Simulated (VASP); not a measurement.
# BN (P6_3/mmc) in VASP: a series of runs, part 2 of 2

VASP 6.6.1. The steps go on from the part before.

### Step 3. Single point, r2SCAN (volume changed by -6%)

POSCAR

```
BN
1.0
    2.4497862688      0.0000000000      0.0000000000
   -1.2248931344      2.1215771426      0.0000000000
    0.0000000000      0.0000000000      6.7524144953
B N
2 2
Direct
    0.3333333333      0.6666666667      0.2500000000
    0.6666666667      0.3333333333      0.7500000000
    0.6666666667      0.3333333333      0.2500000000
    0.3333333333      0.6666666667      0.7500000000
```

INCAR.step1

```
SYSTEM = BN
PREC = Accurate
ENCUT = 520
ISMEAR = 0
SIGMA = 0.01
LREAL = .False.
LASPH = .True.
NELM = 80
NBANDS = 16
GGA = PE
ALGO = Normal
EDIFF = 1E-4
LWAVE = .True.
LCHARG = .False.
```

INCAR.step2

```
SYSTEM = BN
PREC = Accurate
ENCUT = 520
EDIFF = 1E-6
ISMEAR = 0
SIGMA = 0.01
LREAL = .False.
LASPH = .True.
NELM = 80
ALGO = Normal
ISIF = 2
LWAVE = .False.
LCHARG = .False.
METAGGA = R2SCAN
LMIXTAU = .True.
NBANDS = 16
ISTART = 1
```

KPOINTS

```
regular mesh
0
Gamma
  9 9 4
  0 0 0
```

Potentials or basis: VASP PAW PBE potentials, release 64 (B, N).

Command:

```sh
$ cat potpaw_PBE.64/B/POTCAR potpaw_PBE.64/N/POTCAR > POTCAR
$ cp INCAR.step1 INCAR
$ mpirun -np 1 vasp_std > vasp.out
$ cp INCAR.step2 INCAR
$ mpirun -np 1 vasp_std > vasp.out
```

OUTCAR:

```text
SYSTEM = BN
   PREC = Accurate
   ENCUT = 520
   EDIFF = 1E-6
   ISMEAR = 0
   LREAL = .False.
   LASPH = .True.
   NELM = 80
   ISIF = 2
   METAGGA = R2SCAN
   ISTART = 1

 ion  position               nearest neighbor table
   1  0.333  0.667  0.250-   3 1.41   3 1.41   3 1.41
   2  0.667  0.333  0.750-   4 1.41   4 1.41   4 1.41
   3  0.667  0.333  0.250-   1 1.41   1 1.41   1 1.41
   4  0.333  0.667  0.750-   2 1.41   2 1.41   2 1.41

  LATTYP: Found a hexagonal cell.
 ALAT       =     2.4497862688
 C/A-ratio  =     2.7563280035

  Lattice vectors:

 A1 = (   2.4497862688,   0.0000000000,   0.0000000000)
 A2 = (  -1.2248931344,   2.1215771426,   0.0000000000)
 A3 = (   0.0000000000,   0.0000000000,   6.7524144953)

Analysis of symmetry for initial positions (statically):
=====================================================================
 Subroutine PRICEL returns:
 Original cell was already a primitive cell.

 Routine SETGRP: Setting up the symmetry group for a
 hexagonal supercell.

 Subroutine GETGRP returns: Found 24 space group operations
 (whereof 12 operations were pure point group operations)
 out of a pool of 24 trial point group operations.

The static configuration has the point symmetry D_3d.
 The point group associated with its full space group is D_6h.

Analysis of symmetry for dynamics (positions and initial velocities):
=====================================================================
 Subroutine PRICEL returns:
 Original cell was already a primitive cell.

 Routine SETGRP: Setting up the symmetry group for a
 hexagonal supercell.

 Subroutine GETGRP returns: Found 24 space group operations
 (whereof 12 operations were pure point group operations)
 out of a pool of 24 trial point group operations.

The dynamic configuration has the point symmetry D_3d.
 The point group associated with its full space group is D_6h.

[... 123 lines left out ...]
  volume/ion in A,a.u.               =       8.77        59.21
  Fermi-wavevector in a.u.,A,eV,Ry     =   1.259987  2.381030 21.600169  1.587568
  Thomas-Fermi vector in A             =   2.393519
   LORBIT       =      0    0 simple, 1 ext, 2 COOP (PROOUT), +10 PAW based schemes
   METAGGA = R2SCAN    functional components
   LHFCALC =     F    Hartree Fock is set to
   AEXX    =    0.0000 exact exchange contribution
   IVDW    =     0    specifies the selected vdW correction
   LEPSILON=     F    determine dielectric tensor
   LRPA    =     F    only Hartree local field effects (RPA)
 non-spin polarized calculation
 Gauss-broadening in eV      SIGMA  =   0.01
  energy-cutoff  :      520.00
  volume of cell :       35.10
 maximum number of plane-waves:       979
 NGX is ok and might be reduce to    18
   NGX =  9   NGY =  9   NGZ = 25

 number of electron      16.0000000 magnetization

 Free energy of the ion-electron system (eV)
  ---------------------------------------------------
  ext. energy  EPLUGINS =         0.00000000
  ---------------------------------------------------
  free energy    TOTEN  =       -38.47634418 eV

  energy without entropy =      -38.47634418  energy(sigma->0) =      -38.47634418

 E-fermi :   2.2669     XC(G=0): -10.7702

 val. band max:        2.1602564194   @ k =   0.3333   0.3333   0.5000
 cond. band min:       7.3206026656   @ k =   0.4444   0.1111   0.0000
 fundamental gap:      5.1603462462
 Fermi energy:         2.2669209899

 k-point     1 :       0.0000    0.0000    0.0000
  band No.  band energies     occupation
      1     -17.0255      2.00000
      2     -16.7762      2.00000
      3      -4.4827      2.00000
      4      -2.5095      2.00000
      5       0.8843      2.00000
      6       0.8843      2.00000
[... 433 lines left out ...]
      3      -6.4328      2.00000
      4      -6.3387      2.00000
      5      -5.3889      2.00000
      6      -5.3889      2.00000
[... 8 lines left out ...]
     15      20.3086      0.00000
     16      21.6471      0.00000

 [... further k-points ...]

------------------------ aborting loop because EDIFF is reached ----------------------------------------

  FORCE on cell =-STRESS in cart. coord.  units (eV):
  Direction    XX          YY          ZZ          XY          YZ          ZX
  --------------------------------------------------------------------------------------
  -------------------------------------------------------------------------------------
  Total        5.5718460      5.5718460      0.0365518      0.0000000      0.0000000      0.0000000
  in kB      254.3686426    254.3686426      1.6686804      0.0000000      0.0000000      0.0000000
  external PRESSURE =     170.1353219 kB  Pullay stress =       0.0000000 kB

 VOLUME and BASIS-vectors are now :
 -----------------------------------------------------------------------------
  energy-cutoff  :      520.00
  volume of cell :       35.10
      direct lattice vectors                 reciprocal lattice vectors
     2.449786269  0.000000000  0.000000000     0.408198875  0.235673731  0.000000000
    -1.224893134  2.121577143  0.000000000     0.000000000  0.471347461  0.000000000
     0.000000000  0.000000000  6.752414495     0.000000000  0.000000000  0.148095174

 POSITION                                       TOTAL-FORCE (eV/Angst)
 -----------------------------------------------------------------------------------
     -0.00000      1.41438      1.68810        -0.000000     -0.000000      0.000000
      1.22489      0.70719      5.06431         0.000000     -0.000000      0.000000
      1.22489      0.70719      1.68810        -0.000000      0.000000      0.000000
     -0.00000      1.41438      5.06431         0.000000     -0.000000      0.000000
 -----------------------------------------------------------------------------------
    total drift:                               -0.000000      0.000000     -0.000000

  FREE ENERGIE OF THE ION-ELECTRON SYSTEM (eV)
  ---------------------------------------------------
  free  energy   TOTEN  =       -38.4763441813 eV

  energy  without entropy=      -38.4763441813  energy(sigma->0) =      -38.47634418
```

Wall time 1.9 min (1 thread of AMD EPYC 7R13, shared host); peak memory 0.12 GiB.

Results:

```yaml
Free_energy: -38.4763 eV
Pressure: 17.0 GPa
Band_gap_on_the_k_mesh: 5.16 eV, indirect (least direct gap 5.54 eV)
```

Stress tensor (GPa, compression positive):
```
25.44  0.00  0.00
 0.00 25.44  0.00
 0.00  0.00  0.17
```

Levels at points of the mesh, in eV from the valence-band top:
```tsv
k point	band 4	band 5	band 6	band 7	band 8	band 9	band 10	band 11	band 12	band 13
(0.00, 0.00, 0.00)	-4.67	-1.28	-1.28	-1.25	-1.25	5.48	11.00	12.87	12.87	12.98
(0.00, 0.00, 0.50)	-5.76	-1.26	-1.26	-1.26	-1.26	7.94	7.94	12.92	12.92	12.92
```

Caveat: the PAW data sets were made with another functional, which shifts forces and pressure a little. A k mesh can miss the band edges.
